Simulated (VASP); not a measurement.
# ZnSe (F-43m) in VASP: notebook

Runs on ZnSe. Level: PBE. Tasks: electric field gradients.

Everything below comes from runs of VASP 6.6.1. Logs are shortened: lines on timing, memory, paths and dates and some standing lists are left out, and cuts for length are marked.

## 1. The cell of the first run

The structure is cubic, space group F-43m (No. 216). The conventional cell has a = 5.705 Å, b = 5.705 Å, c = 5.705 Å, α = 90.00°, β = 90.00°, γ = 90.00°. Zn (site symmetry -43m) has 4 Se at 2.47 Å within 3.3 Å. Within 3.3 Å of Se (site symmetry -43m) lie 4 Zn at 2.47 Å.

## 2. Electric field gradients, PBE (23.21 Å³/atom)

Contents of INCAR:

```
SYSTEM = ZnSe
PREC = Accurate ; ENCUT = 520
EDIFF = 1E-8 ; ISMEAR = -1
SIGMA = 0.03 ; LREAL = .False.
LASPH = .True. ; NELM = 60
ALGO = Normal ; ISIF = 2
LWAVE = .False. ; LCHARG = .False.
GGA = PE ; LEFG = .True.
NBANDS = 16
```

Contents of KPOINTS:

```
Automatic mesh
0
Gamma
  8 8 8
  0 0 0
```

Contents of POSCAR:

```
ZnSe
1.0
    0.0000000000      2.8525674344      2.8525674344
    2.8525674344      0.0000000000      2.8525674344
    2.8525674344      2.8525674344      0.0000000000
Zn Se
1 1
Direct
    0.0000000000      0.0000000000      0.0000000000
    0.7500000000      0.7500000000      0.7500000000
```

Potentials or basis: VASP PAW PBE potentials, release 64 (Zn, Se).

Command:

```console
> cat potpaw_PBE.64/Zn/POTCAR potpaw_PBE.64/Se/POTCAR > POTCAR
> mpirun -np 1 vasp_std > vasp.out
```

OUTCAR:

```text
SYSTEM = ZnSe
   PREC = Accurate
   ENCUT = 520
   EDIFF = 1E-8
   ISMEAR = -1
   LREAL = .False.
   LASPH = .True.
   NELM = 60
   ISIF = 2
   GGA = PE

 ion  position               nearest neighbor table
   1  0.000  0.000  0.000-   2 2.47   2 2.47   2 2.47   2 2.47
   2  0.750  0.750  0.750-   1 2.47   1 2.47   1 2.47   1 2.47

  LATTYP: Found a face centered cubic cell.
 ALAT       =     5.7051348688

  Lattice vectors:

 A1 = (   0.0000000000,   2.8525674344,   2.8525674344)
 A2 = (   2.8525674344,   0.0000000000,   2.8525674344)
 A3 = (   2.8525674344,   2.8525674344,   0.0000000000)

Analysis of symmetry for initial positions (statically):
=====================================================================
 Subroutine PRICEL returns:
 Original cell was already a primitive cell.

 Routine SETGRP: Setting up the symmetry group for a
 face centered cubic supercell.

 Subroutine GETGRP returns: Found 24 space group operations
 (whereof 24 operations were pure point group operations)
 out of a pool of 48 trial point group operations.

The static configuration has the point symmetry T_d .

Analysis of symmetry for dynamics (positions and initial velocities):
=====================================================================
 Subroutine PRICEL returns:
 Original cell was already a primitive cell.

 Routine SETGRP: Setting up the symmetry group for a
 face centered cubic supercell.

 Subroutine GETGRP returns: Found 24 space group operations
 (whereof 24 operations were pure point group operations)
 out of a pool of 48 trial point group operations.

The dynamic configuration has the point symmetry T_d .

 Subroutine INISYM returns: Found 24 space group operations
 (whereof 24 operations are pure point group operations),
 and found     1 'primitive' translations

----------------------------------------------------------------------------------------

                                     Primitive cell

  volume of cell :      46.4235

  direct lattice vectors                    reciprocal lattice vectors
     0.000000000  2.852567434  2.852567434    -0.175280694  0.175280694  0.175280694
     2.852567434  0.000000000  2.852567434     0.175280694 -0.175280694  0.175280694
     2.852567434  2.852567434  0.000000000     0.175280694  0.175280694 -0.175280694

  length of vectors
     4.034139553  4.034139553  4.034139553     0.303595068  0.303595068  0.303595068

  position of ions in fractional coordinates (direct lattice)
     0.000000000  0.000000000  0.000000000
     0.750000000  0.750000000  0.750000000

  ion indices of the primitive-cell ions
   primitive index   ion index
                 1           1
                 2           2

----------------------------------------------------------------------------------------

 KPOINTS: Automatic mesh

Automatic generation of k-mesh.
 Grid dimensions read from file:
 generate k-points for:    8    8    8

 Generating k-lattice:

  Cartesian coordinates                     Fractional coordinates (reciprocal lattice)
    -0.021910087  0.021910087  0.021910087     0.125000000  0.000000000  0.000000000
     0.021910087 -0.021910087  0.021910087     0.000000000  0.125000000  0.000000000
     0.021910087  0.021910087 -0.021910087     0.000000000  0.000000000  0.125000000

  Length of vectors
     0.037949383  0.037949383  0.037949383

  Shift w.r.t. Gamma in fractional coordinates (k-lattice)
     0.000000000  0.000000000  0.000000000

 Subroutine IBZKPT returns following result:
 ===========================================

 Found     29 irreducible k-points:

 Following reciprocal coordinates:
            Coordinates               Weight
  0.000000  0.000000  0.000000      1.000000
  0.125000  0.000000  0.000000      8.000000
  0.250000  0.000000  0.000000      8.000000
  0.375000  0.000000  0.000000      8.000000
  0.500000  0.000000  0.000000      4.000000
  0.125000  0.125000  0.000000      6.000000
[... 16 lines left out ...]
  0.500000  0.250000  0.125000     48.000000
 -0.375000  0.250000  0.125000     24.000000
 [... further k-points ...]
   k-points           NKPTS =     29   k-points in BZ     NKDIM =     29   number of bands    NBANDS=     16
   number of dos      NEDOS =    301   number of ions     NIONS =      2
   total plane-waves  NPLWV =  27000
   dimension x,y,z NGX =    30 NGY =   30 NGZ =   30
   dimension x,y,z NGXF=    60 NGYF=   60 NGZF=   60
   ions per type =               1   1
   NGX,Y,Z   is equivalent  to a cutoff of  12.36, 12.36, 12.36 a.u.
   NGXF,Y,Z  is equivalent  to a cutoff of  24.73, 24.73, 24.73 a.u.
 SYSTEM =  ZnSe
   PREC   = accura    normal or accurate (medium, high low for compatibility)
   ISTART =      0    job   : 0-new  1-cont  2-samecut
   ICHARG =      2    charge: 1-file 2-atom 10-const
   ISPIN  =      1    spin polarized calculation?
   LNONCOLLINEAR =      F non collinear calculations
   LSORBIT =      F    spin-orbit coupling
   LASPH  =      T    aspherical Exc in radial PAW
   ENCUT  =  520.0 eV  38.22 Ry    6.18 a.u.   7.50  7.50  7.50*2*pi/ulx,y,z
   NELM   =     60;   NELMIN=  2; NELMDL= -5     # of ELM steps
   EDIFF  = 0.1E-07   stopping-criterion for ELM
   LREAL  =      F    real-space projection
   EDIFFG = 0.1E-06   stopping-criterion for IOM
   NSW    =      0    number of steps for IOM
   IBRION =     -1    ionic relax: 0-MD 1-quasi-New 2-CG
   NFREE  =      0    steps in history (QN), initial steepest desc. (CG)
   ISIF   =      2    stress and relaxation
   ISYM   =      2    0-nonsym 1-usesym 2-fastsym
   POTIM  = 0.5000    time-step for ionic-motion
   TEBEG  =    0.0;   TEEND  =   0.0 temperature during run
   PSTRESS=    0.0 pullay stress
   NELECT =      18.0000    total number of electrons
   NUPDOWN=      -1.0000    fix difference up-down
   EMIN   =  10.00;   EMAX   =-10.00  energy-range for DOS
   EFERMI =   0.00;   METHOD = LEGACY
   ISMEAR =    -1;   SIGMA  =   0.03  broadening in eV -4-tet -1-fermi 0-gaus
   EFERMI_NEDOS =   21; number of points for ismear=-14 and -15
   IALGO  =     38    algorithm
   IMIX   =      4    mixing-type and parameters
     AMIX     =   0.40;   BMIX     =  1.00
     AMIX_MAG =   1.60;   BMIX_MAG =  1.00
  volume/ion in A,a.u.               =      23.21       156.64
  Fermi-wavevector in a.u.,A,eV,Ry     =   1.193767  2.255893 19.389402  1.425081
  Thomas-Fermi vector in A             =   2.329774
   LORBIT       =      0    0 simple, 1 ext, 2 COOP (PROOUT), +10 PAW based schemes
   GGA     = PE    functional components
   LHFCALC =     F    Hartree Fock is set to
   AEXX    =    0.0000 exact exchange contribution
   IVDW    =     0    specifies the selected vdW correction
   LEPSILON=     F    determine dielectric tensor
   LRPA    =     F    only Hartree local field effects (RPA)
 non-spin polarized calculation
  energy-cutoff  :      520.00
  volume of cell :       46.42
 maximum number of plane-waves:      1283
 NGX is ok and might be reduce to    30
   NGX = 15   NGY = 15   NGZ = 15

 number of electron      18.0000019 magnetization

 Free energy of the ion-electron system (eV)
  ---------------------------------------------------
  ext. energy  EPLUGINS =         0.00000000
  ---------------------------------------------------
  free energy    TOTEN  =        -6.02976877 eV

  energy without entropy =       -6.02976877  energy(sigma->0) =       -6.02976877

 E-fermi :   2.0418     XC(G=0):  -9.2314

 val. band max:        1.4453597198   @ k =   0.0000   0.0000   0.0000
 cond. band min:       2.6563039217   @ k =   0.0000   0.0000   0.0000
 fundamental gap:      1.2109442018
 Fermi energy:         2.0418444662

 k-point     1 :       0.0000    0.0000    0.0000
  band No.  band energies     occupation
      1     -11.6887      2.00000
      2      -5.0304      2.00000
      3      -5.0304      2.00000
      4      -5.0304      2.00000
      5      -4.6784      2.00000
      6      -4.6784      2.00000
[... 8 lines left out ...]
     15      12.8643      0.00000
     16      12.8643      0.00000

 k-point     2 :       0.1250    0.0000    0.0000
  band No.  band energies     occupation
      1     -11.5918      2.00000
      2      -5.0224      2.00000
      3      -5.0153      2.00000
      4      -5.0153      2.00000
      5      -4.6797      2.00000
      6      -4.6797      2.00000
[... 8 lines left out ...]
     15      12.0986      0.00000
     16      12.1588      0.00000

 k-point     3 :       0.2500    0.0000    0.0000
  band No.  band energies     occupation
      1     -11.3409      2.00000
      2      -4.9820      2.00000
      3      -4.9820      2.00000
      4      -4.9652      2.00000
      5      -4.6782      2.00000
      6      -4.6782      2.00000
[... 8 lines left out ...]
     15      11.8625      0.00000
     16      12.1295      0.00000

 k-point     4 :       0.3750    0.0000    0.0000
  band No.  band energies     occupation
      1     -11.0602      2.00000
      2      -4.9553      2.00000
      3      -4.9553      2.00000
      4      -4.7750      2.00000
      5      -4.6682      2.00000
      6      -4.6682      2.00000
[... 8 lines left out ...]
     15      12.9495      0.00000
     16      12.9495      0.00000

 k-point     5 :       0.5000    0.0000    0.0000
  band No.  band energies     occupation
      1     -10.9330      2.00000
      2      -4.9467      2.00000
      3      -4.9467      2.00000
      4      -4.6610      2.00000
      5      -4.6610      2.00000
      6      -4.5268      2.00000
[... 8 lines left out ...]
     15      14.4703      0.00000
     16      14.4703      0.00000

 k-point     6 :       0.1250    0.1250    0.0000
  band No.  band energies     occupation
      1     -11.5595      2.00000
      2      -5.0365      2.00000
      3      -5.0018      2.00000
      4      -5.0018      2.00000
      5      -4.6891      2.00000
      6      -4.6717      2.00000
[... 8 lines left out ...]
     15      12.5921      0.00000
     16      13.0828      0.00000
[... 267 lines left out ...]
 k-point    21 :       0.5000    0.5000    0.0000
  band No.  band energies     occupation
      1     -10.6768      2.00000
      2      -4.9884      2.00000
      3      -4.7897      2.00000
      4      -4.7897      2.00000
      5      -4.6325      2.00000
      6      -4.5065      2.00000
[... 8 lines left out ...]
     15      15.3164      0.00000
     16      15.7819      0.00000

 k-point    22 :       0.3750    0.2500    0.1250
  band No.  band energies     occupation
      1     -11.1449      2.00000
      2      -4.9847      2.00000
      3      -4.9324      2.00000
      4      -4.9040      2.00000
      5      -4.6914      2.00000
      6      -4.6548      2.00000
[... 8 lines left out ...]
     15      13.6406      0.00000
     16      14.7858      0.00000

 k-point    23 :       0.5000    0.2500    0.1250
  band No.  band energies     occupation
      1     -10.9109      2.00000
      2      -4.9374      2.00000
      3      -4.9090      2.00000
      4      -4.7789      2.00000
      5      -4.6663      2.00000
      6      -4.6145      2.00000
[... 8 lines left out ...]
     15      13.9496      0.00000
     16      15.0659      0.00000

 k-point    24 :      -0.3750    0.2500    0.1250
  band No.  band energies     occupation
      1     -10.8071      2.00000
      2      -4.9299      2.00000
      3      -4.8958      2.00000
      4      -4.7073      2.00000
      5      -4.6714      2.00000
      6      -4.4784      2.00000
[... 8 lines left out ...]
     15      14.1219      0.00000
     16      14.9225      0.00000

 [... further k-points ...]

------------------------ aborting loop because EDIFF is reached ----------------------------------------

  FORCE on cell =-STRESS in cart. coord.  units (eV):
  Direction    XX          YY          ZZ          XY          YZ          ZX
  --------------------------------------------------------------------------------------
  -------------------------------------------------------------------------------------
  Total        0.3109949      0.3109949      0.3109949      0.0000000     -0.0000000      0.0000000
  in kB       10.7331225     10.7331225     10.7331225      0.0000000     -0.0000000      0.0000000
  external PRESSURE =      10.7331225 kB  Pullay stress =       0.0000000 kB

 VOLUME and BASIS-vectors are now :
 -----------------------------------------------------------------------------
  energy-cutoff  :      520.00
  volume of cell :       46.42
      direct lattice vectors                 reciprocal lattice vectors
     0.000000000  2.852567434  2.852567434    -0.175280694  0.175280694  0.175280694
     2.852567434  0.000000000  2.852567434     0.175280694 -0.175280694  0.175280694
     2.852567434  2.852567434  0.000000000     0.175280694  0.175280694 -0.175280694

 POSITION                                       TOTAL-FORCE (eV/Angst)
 -----------------------------------------------------------------------------------
      0.00000      0.00000      0.00000        -0.000000     -0.000000      0.000000
      4.27885      4.27885      4.27885         0.000000      0.000000     -0.000000
 -----------------------------------------------------------------------------------
    total drift:                                0.000001      0.000001      0.000001

  FREE ENERGIE OF THE ION-ELECTRON SYSTEM (eV)
  ---------------------------------------------------
  free  energy   TOTEN  =        -6.0297687701 eV

  energy  without entropy=       -6.0297687701  energy(sigma->0) =       -6.02976877

 Electric field gradients (V/A^2)
---------------------------------------------------------------------
 ion       V_xx      V_yy      V_zz      V_xy      V_xz      V_yz
---------------------------------------------------------------------
   1      -0.000     0.000    -0.000     0.000     0.000     0.000
   2       0.000     0.000     0.000     0.000     0.000     0.000
---------------------------------------------------------------------

 Electric field gradients after diagonalization (V/A^2)
 (convention: |V_zz| > |V_xx| > |V_yy|)
----------------------------------------------------------------------
 ion       V_xx      V_yy      V_zz     asymmetry (V_yy - V_xx)/ V_zz
----------------------------------------------------------------------
   1      -0.000    -0.000     0.000       0.000
   2      -0.000    -0.000     0.000       0.000
----------------------------------------------------------------------

           NMR quadrupolar parameters

 Cq : quadrupolar parameter    Cq=e*Q*V_zz/h
 eta: asymmetry parameters     (V_yy - V_xx)/ V_zz
 Q  : nuclear electric quadrupole moment in mb (millibarn)
----------------------------------------------------------------------
 ion       Cq(MHz)       eta       Q (mb)
----------------------------------------------------------------------
   1       0.000       0.000       1.000
   2       0.000       0.000       1.000
----------------------------------------------------------------------
```

Wall time 29 s (1 thread of Intel Xeon Platinum 8488C (Sapphire Rapids), shared host); peak memory 0.18 GiB.

What came out:

```yaml
Free_energy: -6.0298 eV
Pressure: 1.1 GPa
Band_gap_on_the_k_mesh: 1.21 eV
Largest_electric_field_gradient_by_atom: zero within the noise of the run
```

Levels at points of the mesh, in eV from the valence-band top:
| k point | band 5 | band 6 | band 7 | band 8 | band 9 | band 10 | band 11 | band 12 | band 13 | band 14 |
| --- | --- | --- | --- | --- | --- | --- | --- | --- | --- | --- |
| (0.00, 0.00, 0.00) | -6.12 | -6.12 | 0.00 | 0.00 | 0.00 | 1.21 | 5.81 | 5.81 | 5.81 | 9.85 |
| (0.50, 0.00, 0.00) | -6.11 | -5.97 | -5.10 | -0.84 | -0.84 | 2.51 | 6.38 | 6.38 | 8.52 | 10.88 |
| (0.50, 0.50, 0.00) | -6.08 | -5.95 | -4.67 | -2.12 | -2.12 | 3.03 | 3.46 | 10.60 | 11.11 | 11.11 |

(Continued in part 2 of 2.)
